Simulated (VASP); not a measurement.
The system is Al.

```
Al
1.0
     0.00000    1.99744    1.99744
     1.99744    0.00000    1.99744
     1.99744    1.99744    0.00000
Al
1
Direct
  0.00000 0.00000 0.00000
```

Base run:

* Program: VASP 6.6.1
* Functional: PBE exchange alone
* Potentials or basis: VASP PAW PBE potentials, release 64 (Al)
* Cutoff: 520 eV
* k mesh: 11 × 11 × 11
* Occupations: fermi-dirac, width 0.05 eV
* Spin: no spin polarisation

Its results: pressure 13.0 GPa.

Q: The run is repeated on the same cell with these changes: functional from PBE exchange alone to revPBE. What comes out?

A: Pressure 4.1 GPa.

Caveats: the PAW data sets were made with another functional, which shifts forces and pressure a little (some runs).
